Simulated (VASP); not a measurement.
# SnO (C2) in VASP: further runs

SnO is run at these levels: PBE+D3(BJ); tasks: single point.

Program: VASP 6.6.1. These are calculated values, not measurements. Logs are shortened: lines on timing, memory, paths and dates and some standing lists are left out, and cuts for length are marked.

**1. The cell of the first run**

Symmetry: C2, No. 5, monoclinic system. The conventional cell has a = 5.426 Å, b = 5.426 Å, c = 4.762 Å, α = 90.00°, β = 90.00°, γ = 90.00°. Sn (site symmetry 1) has 4 O at 2.15 to 2.33 Å within 2.8 Å. O (site symmetry 2) has 4 Sn at 2.15 to 2.33 Å and 3 O at 2.56 to 2.72 Å within 2.8 Å. O (site symmetry 2) has 4 Sn at 2.24 Å and 4 O at 2.56 to 2.86 Å within 3.0 Å.

**2. Single point, PBE+D3(BJ) (atom 3 (O) moved +0.150 Å along Cartesian [1 1 0])**

File INCAR:

```
PREC = Accurate ; ENCUT = 520
EDIFF = 1E-6 ; ISMEAR = 0
SIGMA = 0.15 ; LREAL = False
LASPH = True ; NELM = 60
ALGO = Normal ; ISIF = 2
LWAVE = False ; LCHARG = False
GGA = PE ; IVDW = 12
NBANDS = 28
```

File KPOINTS:

```
regular mesh
0
Gamma
  12 12 10
```

File POSCAR:

```
SnO
1.0
    3.8370962941      0.0000000000      0.0000000000
    0.0000000000      3.8370962941      0.0000000000
    0.0000000000      0.0000000000      4.7621297486
Sn O
2 2
Direct
    0.0000000000      0.5000000000      0.2432421493
    0.5000000000      0.0000000000      0.7567578507
    0.0276422610      0.0276422610      0.0000000000
    0.5000000000      0.5000000000      0.0000000000
```

Potentials or basis: VASP PAW PBE potentials, release 64 (Sn_d, O).

Started as:

```
> cat potpaw_PBE.64/Sn_d/POTCAR potpaw_PBE.64/O/POTCAR > POTCAR
> mpirun -np 1 vasp_std > vasp.out
```

OUTCAR:

```text
PREC = Accurate
   ENCUT = 520
   EDIFF = 1E-6
   ISMEAR = 0
   LREAL = False
   LASPH = True
   NELM = 60
   ISIF = 2
   GGA = PE
   IVDW = 12
 IVDW          = 12

 ion  position               nearest neighbor table
   1  0.000  0.500  0.243-   3 2.15   4 2.24   4 2.24   3 2.33   2 3.57   2 3.57   2 3.57   2 3.57
                             2 3.65   2 3.65   2 3.65   2 3.65
   2  0.500  0.000  0.757-   3 2.15   4 2.24   4 2.24   3 2.33   1 3.57   1 3.57   1 3.57   1 3.57
                             1 3.65   1 3.65   1 3.65   1 3.65
   3  0.028  0.028  0.000-   1 2.15   2 2.15   1 2.33   2 2.33
   4  0.500  0.500  0.000-   1 2.24   2 2.24   2 2.24   1 2.24

  LATTYP: Found a simple tetragonal cell.
 ALAT       =     3.8370962941
 C/A-ratio  =     1.2410764244

  Lattice vectors:

 A1 = (   3.8370962941,   0.0000000000,   0.0000000000)
 A2 = (   0.0000000000,   3.8370962941,   0.0000000000)
 A3 = (   0.0000000000,   0.0000000000,   4.7621297486)

Analysis of symmetry for initial positions (statically):
=====================================================================
 Subroutine PRICEL returns:
 Original cell was already a primitive cell.

 Routine SETGRP: Setting up the symmetry group for a
 simple tetragonal supercell.

 Subroutine GETGRP returns: Found  2 space group operations
 (whereof  2 operations were pure point group operations)
 out of a pool of 16 trial point group operations.

The static configuration has the point symmetry C_2 .

Analysis of symmetry for dynamics (positions and initial velocities):
=====================================================================
 Subroutine PRICEL returns:
 Original cell was already a primitive cell.

 Routine SETGRP: Setting up the symmetry group for a
 simple tetragonal supercell.

 Subroutine GETGRP returns: Found  2 space group operations
 (whereof  2 operations were pure point group operations)
 out of a pool of 16 trial point group operations.

The dynamic configuration has the point symmetry C_2 .

 Subroutine INISYM returns: Found  2 space group operations
 (whereof  2 operations are pure point group operations),
 and found     1 'primitive' translations

----------------------------------------------------------------------------------------

                                     Primitive cell

  volume of cell :      70.1143

  direct lattice vectors                    reciprocal lattice vectors
     3.837096294  0.000000000  0.000000000     0.260613736  0.000000000  0.000000000
     0.000000000  3.837096294  0.000000000     0.000000000  0.260613736  0.000000000
     0.000000000  0.000000000  4.762129749     0.000000000  0.000000000  0.209990079

  length of vectors
     3.837096294  3.837096294  4.762129749     0.260613736  0.260613736  0.209990079

  position of ions in fractional coordinates (direct lattice)
     0.000000000  0.500000000  0.243242149
     0.500000000  0.000000000  0.756757851
     0.027642261  0.027642261  0.000000000
     0.500000000  0.500000000  0.000000000

  ion indices of the primitive-cell ions
   primitive index   ion index
                 1           1
                 2           2
                 3           3
                 4           4

----------------------------------------------------------------------------------------

 KPOINTS: regular mesh

Automatic generation of k-mesh.
 Grid dimensions read from file:
 generate k-points for:   12   12   10

 Generating k-lattice:

  Cartesian coordinates                     Fractional coordinates (reciprocal lattice)
     0.021717811  0.000000000  0.000000000     0.083333333  0.000000000  0.000000000
     0.000000000  0.021717811  0.000000000     0.000000000  0.083333333  0.000000000
     0.000000000  0.000000000  0.020999008     0.000000000  0.000000000  0.100000000

  Length of vectors
     0.021717811  0.021717811  0.020999008

  Shift w.r.t. Gamma in fractional coordinates (k-lattice)
     0.000000000  0.000000000  0.000000000

 Subroutine IBZKPT returns following result:
 ===========================================

 Found    398 irreducible k-points:

 Following reciprocal coordinates:
            Coordinates               Weight
  0.000000  0.000000  0.000000      1.000000
  0.083333  0.000000  0.000000      4.000000
  0.166667  0.000000  0.000000      4.000000
  0.250000  0.000000  0.000000      4.000000
  0.333333  0.000000  0.000000      4.000000
  0.416667  0.000000  0.000000      4.000000
[... 16 lines left out ...]
  0.333333  0.166667  0.000000      4.000000
 -0.166667  0.333333  0.000000      4.000000
 [... further k-points ...]
   k-points           NKPTS =    398   k-points in BZ     NKDIM =    398   number of bands    NBANDS=     28
   number of dos      NEDOS =    301   number of ions     NIONS =      4
   total plane-waves  NPLWV =  32400
   dimension x,y,z NGX =    30 NGY =   30 NGZ =   36
   dimension x,y,z NGXF=    60 NGYF=   60 NGZF=   72
   ions per type =               2   2
   NGX,Y,Z   is equivalent  to a cutoff of  13.00, 13.00, 12.57 a.u.
   NGXF,Y,Z  is equivalent  to a cutoff of  26.00, 26.00, 25.14 a.u.
 SYSTEM =  unknown system
   PREC   = accura    normal or accurate (medium, high low for compatibility)
   ISTART =      0    job   : 0-new  1-cont  2-samecut
   ICHARG =      2    charge: 1-file 2-atom 10-const
   ISPIN  =      1    spin polarized calculation?
   LNONCOLLINEAR =      F non collinear calculations
   LSORBIT =      F    spin-orbit coupling
   LASPH  =      T    aspherical Exc in radial PAW
   ENCUT  =  520.0 eV  38.22 Ry    6.18 a.u.   7.13  7.13  8.85*2*pi/ulx,y,z
   NELM   =     60;   NELMIN=  2; NELMDL= -5     # of ELM steps
   EDIFF  = 0.1E-05   stopping-criterion for ELM
   LREAL  =      F    real-space projection
[... 7 lines left out ...]
   TEBEG  =    0.0;   TEEND  =   0.0 temperature during run
   PSTRESS=    0.0 pullay stress
   NELECT =      40.0000    total number of electrons
   NUPDOWN=      -1.0000    fix difference up-down
   EMIN   =  10.00;   EMAX   =-10.00  energy-range for DOS
   EFERMI =   0.00;   METHOD = LEGACY
   ISMEAR =     0;   SIGMA  =   0.15  broadening in eV -4-tet -1-fermi 0-gaus
   EFERMI_NEDOS =   21; number of points for ismear=-14 and -15
   IALGO  =     38    algorithm
   IMIX   =      4    mixing-type and parameters
     AMIX     =   0.40;   BMIX     =  1.00
     AMIX_MAG =   1.60;   BMIX_MAG =  1.00
  volume/ion in A,a.u.               =      17.53       118.29
  Fermi-wavevector in a.u.,A,eV,Ry     =   1.357769  2.565812 25.082847  1.843537
  Thomas-Fermi vector in A             =   2.484659
   LORBIT       =      0    0 simple, 1 ext, 2 COOP (PROOUT), +10 PAW based schemes
   GGA     = PE    functional components
   LHFCALC =     F    Hartree Fock is set to
   AEXX    =    0.0000 exact exchange contribution
   IVDW    =    12    specifies the selected vdW correction
   LEPSILON=     F    determine dielectric tensor
   LRPA    =     F    only Hartree local field effects (RPA)
 non-spin polarized calculation
 Gauss-broadening in eV      SIGMA  =   0.15
  energy-cutoff  :      520.00
  volume of cell :       70.11
 maximum number of plane-waves:      1912
 NGX is ok and might be reduce to    30
   NGX = 15   NGY = 15   NGZ = 17

 number of electron      40.0000008 magnetization

 Free energy of the ion-electron system (eV)
  ---------------------------------------------------
  ext. energy  EPLUGINS =         0.00000000
  ---------------------------------------------------
  free energy    TOTEN  =       -22.60211335 eV

  energy without entropy =      -22.60094233  energy(sigma->0) =      -22.60152784

 E-fermi :   7.1901     XC(G=0): -10.2718

 val. band max:        7.1140763273   @ k =   0.5000   0.5000   0.0000
 cond. band min:       7.2428224795   @ k =   0.5000   0.5000   0.1000
 fundamental gap:      0.1287461521
 Fermi energy:         7.1901482550

 k-point     1 :       0.0000    0.0000    0.0000
  band No.  band energies     occupation
      1     -14.8484      2.00000
      2     -14.4746      2.00000
      3     -14.4545      2.00000
      4     -14.4378      2.00000
      5     -14.4123      2.00000
      6     -14.3985      2.00000
[... 20 lines left out ...]
     27      13.8810      0.00000
     28      14.1742      0.00000

 k-point     2 :       0.0833    0.0000    0.0000
  band No.  band energies     occupation
      1     -14.8447      2.00000
      2     -14.4761      2.00000
      3     -14.4528      2.00000
      4     -14.4364      2.00000
      5     -14.4142      2.00000
      6     -14.3969      2.00000
[... 20 lines left out ...]
     27      13.9617      0.00000
     28      14.7356      0.00000

 k-point     3 :       0.1667    0.0000    0.0000
  band No.  band energies     occupation
      1     -14.8339      2.00000
      2     -14.4906      2.00000
      3     -14.4479      2.00000
      4     -14.4368      2.00000
      5     -14.4186      2.00000
      6     -14.3956      2.00000
[... 20 lines left out ...]
     27      14.0683      0.00000
     28      15.9697      0.00000

 k-point     4 :       0.2500    0.0000    0.0000
  band No.  band energies     occupation
      1     -14.8169      2.00000
      2     -14.5395      2.00000
      3     -14.4410      2.00000
      4     -14.4373      2.00000
      5     -14.4164      2.00000
      6     -14.3989      2.00000
[... 20 lines left out ...]
     27      14.2460      0.00000
     28      17.2935      0.00000

 k-point     5 :       0.3333    0.0000    0.0000
  band No.  band energies     occupation
      1     -14.7938      2.00000
      2     -14.6050      2.00000
      3     -14.4341      2.00000
      4     -14.4298      2.00000
      5     -14.4130      2.00000
      6     -14.4002      2.00000
[... 20 lines left out ...]
     27      14.5031      0.00000
     28      17.1513      0.00000

 k-point     6 :       0.4167    0.0000    0.0000
  band No.  band energies     occupation
      1     -14.7641      2.00000
      2     -14.6660      2.00000
      3     -14.4270      2.00000
      4     -14.4226      2.00000
      5     -14.4111      2.00000
      6     -14.4009      2.00000
[... 463 lines left out ...]
      5     -14.4127      2.00000
      6     -14.4040      2.00000
[... 20 lines left out ...]
     27      15.5731      0.00000
     28      15.7880      0.00000

 k-point    22 :      -0.1667    0.2500    0.0000
  band No.  band energies     occupation
      1     -14.8089      2.00000
      2     -14.5836      2.00000
      3     -14.4514      2.00000
      4     -14.4244      2.00000
      5     -14.4182      2.00000
      6     -14.4032      2.00000
[... 20 lines left out ...]
     27      15.5597      0.00000
     28      15.8372      0.00000

 k-point    23 :       0.3333    0.1667    0.0000
  band No.  band energies     occupation
      1     -14.7993      2.00000
      2     -14.6371      2.00000
      3     -14.4423      2.00000
      4     -14.4184      2.00000
      5     -14.4087      2.00000
      6     -14.4038      2.00000
[... 20 lines left out ...]
     27      15.2683      0.00000
     28      15.6249      0.00000

 k-point    24 :      -0.1667    0.3333    0.0000
  band No.  band energies     occupation
      1     -14.7921      2.00000
      2     -14.6434      2.00000
      3     -14.4428      2.00000
      4     -14.4211      2.00000
      5     -14.4125      2.00000
      6     -14.4029      2.00000
[... 20 lines left out ...]
     27      15.3204      0.00000
     28      15.5992      0.00000

 [... further k-points ...]

------------------------ aborting loop because EDIFF is reached ----------------------------------------

 Edisp (eV)   -0.93875

 E8    (eV) :    -0.4074

  FORCE on cell =-STRESS in cart. coord.  units (eV):
  Direction    XX          YY          ZZ          XY          YZ          ZX
  --------------------------------------------------------------------------------------
  -------------------------------------------------------------------------------------
  Total       0.43576     0.43576     0.26405     0.14709     0.38322    -0.38321
  in kB       9.95741     9.95741     6.03380     3.36121     8.75684    -8.75676
  external pressure =        8.65 kB  Pullay stress =        0.00 kB

 VOLUME and BASIS-vectors are now :
 -----------------------------------------------------------------------------
  energy-cutoff  :      520.00
  volume of cell :       70.11
      direct lattice vectors                 reciprocal lattice vectors
     3.837096294  0.000000000  0.000000000     0.260613736  0.000000000  0.000000000
     0.000000000  3.837096294  0.000000000     0.000000000  0.260613736  0.000000000
     0.000000000  0.000000000  4.762129749     0.000000000  0.000000000  0.209990079

 POSITION                                       TOTAL-FORCE (eV/Angst)
 -----------------------------------------------------------------------------------
      0.00000      1.91855      1.15835         0.084682      0.291351      0.153029
      1.91855      0.00000      3.60378         0.291351      0.084682     -0.153029
      0.10607      0.10607      0.00000        -0.841166     -0.841166      0.000000
      1.91855      1.91855      0.00000         0.465133      0.465133      0.000000
 -----------------------------------------------------------------------------------
    total drift:                                0.000177      0.000178     -0.000002

  FREE ENERGIE OF THE ION-ELECTRON SYSTEM (eV)
  ---------------------------------------------------
  free  energy   TOTEN  =       -23.5408639889 eV

  energy  without entropy=      -23.5396929638  energy(sigma->0) =      -23.54027848
```

It took 9.6 min on 1 thread of Intel Xeon 6975P-C, shared host; peak memory 0.67 GiB.

What came out:

```yaml
Free_energy: -23.5409 eV
Pressure: 0.9 GPa
Largest_force: 1.190 eV/Å
Band_gap_on_the_k_mesh: zero (filled and empty bands overlap)
Dispersion_energy_per_atom: -0.235 eV
```

Forces on the atoms (eV/Å):
```
Sn   0.085  0.291  0.153
Sn   0.291  0.085 -0.153
O   -0.841 -0.841  0.000
O    0.465  0.465  0.000
```

Caveat: the cell differs from its parent crystal (atom 3 (O) moved +0.150 Å along Cartesian [1 1 0]); spin-orbit coupling is left out, which moves the levels of the heavy elements; pairwise dispersion overbinds metals, which lowers pressure and volume; forces of over 1 eV/Å act on the atoms, so gaps and moduli don't describe the material at rest.

**3. Single point, PBE+D3(BJ) (atom 3 (O) moved +0.250 Å along Cartesian [1 1 0])**

File INCAR:

```
SYSTEM = SnO
ALGO = Normal
EDIFF = 1E-7
ENCUT = 520
GGA = PE
ISIF = 2
ISMEAR = 0
IVDW = 12
LASPH = .True.
LCHARG = .True.
LELF = .True.
LREAL = .False.
LVHAR = .True.
LWAVE = .False.
NBANDS = 28
NELM = 80
PREC = Accurate
SIGMA = 0.15
```

File KPOINTS:

```
k-points
0
Gamma
  12 12 10
  0 0 0
```

Edit POSCAR of step 2 so:

```diff
@@ -10,3 +10,3 @@
     0.5000000000      0.0000000000      0.7567578507
-    0.0276422610      0.0276422610      0.0000000000
+    0.0460704350      0.0460704350      0.0000000000
     0.5000000000      0.5000000000      0.0000000000
```

Potentials or basis: VASP PAW PBE potentials, release 64 (Sn_d, O).

Started as:

```
> cat potpaw_PBE.64/Sn_d/POTCAR potpaw_PBE.64/O/POTCAR > POTCAR
> mpirun -np 1 vasp_std > vasp.out
```

It took 11 min on 1 thread of Intel Xeon Platinum 8259CL at 2.50GHz (Skylake/Cascade Lake), shared host; peak memory 0.67 GiB.

It converged, with:

```
Free energy                : -23.3789 eV
Pressure                   : 2.1 GPa
Largest force              : 2.065 eV/Å
Band gap on the k mesh     : zero (band 20 reaches 7.09 eV, above the bottom of band 21 at 7.06 eV)
Dispersion energy per atom : -0.235 eV
```

Forces in eV/Å, atoms in the order of the input:
```
Sn   0.111  0.531  0.279
Sn   0.531  0.111 -0.279
O   -1.460 -1.460  0.000
O    0.818  0.818  0.000
```

Stress tensor (GPa, compression positive):
```
 2.44  0.89 -1.64
 0.89  2.44  1.64
-1.64  1.64  1.33
```

Levels at points of the mesh, in eV from the Fermi level:
| k point | band 16 | band 17 | band 18 | band 19 | band 20 | band 21 | band 22 | band 23 | band 24 | band 25 |
| --- | --- | --- | --- | --- | --- | --- | --- | --- | --- | --- |
| (0.00, 0.00, 0.00) | -6.07 | -3.57 | -3.17 | -2.96 | -0.09 | 1.91 | 4.07 | 4.50 | 5.06 | 5.67 |
| (0.50, 0.00, 0.00) | -4.89 | -4.87 | -4.35 | -2.83 | -2.66 | 2.70 | 3.55 | 5.34 | 5.64 | 6.02 |
| (0.50, 0.50, 0.00) | -4.98 | -2.52 | -2.41 | -2.04 | -1.95 | -0.12 | -0.04 | 4.31 | 4.43 | 7.31 |
| (0.00, 0.00, 0.50) | -3.68 | -3.25 | -3.12 | -2.96 | -2.20 | 1.68 | 2.67 | 3.00 | 3.43 | 7.60 |
| (0.50, 0.00, 0.50) | -5.36 | -4.98 | -4.32 | -1.92 | -1.62 | 2.46 | 2.60 | 4.94 | 5.22 | 6.47 |
| (0.50, 0.50, 0.50) | -5.50 | -2.88 | -2.83 | -2.50 | -2.38 | 2.16 | 2.26 | 3.70 | 4.15 | 5.54 |

Caveat: the cell differs from its parent crystal (atom 3 (O) moved +0.250 Å along Cartesian [1 1 0]); spin-orbit coupling is left out, which moves the levels of the heavy elements; pairwise dispersion overbinds metals, which lowers pressure and volume; forces of over 1 eV/Å act on the atoms, so gaps and moduli don't describe the material at rest.
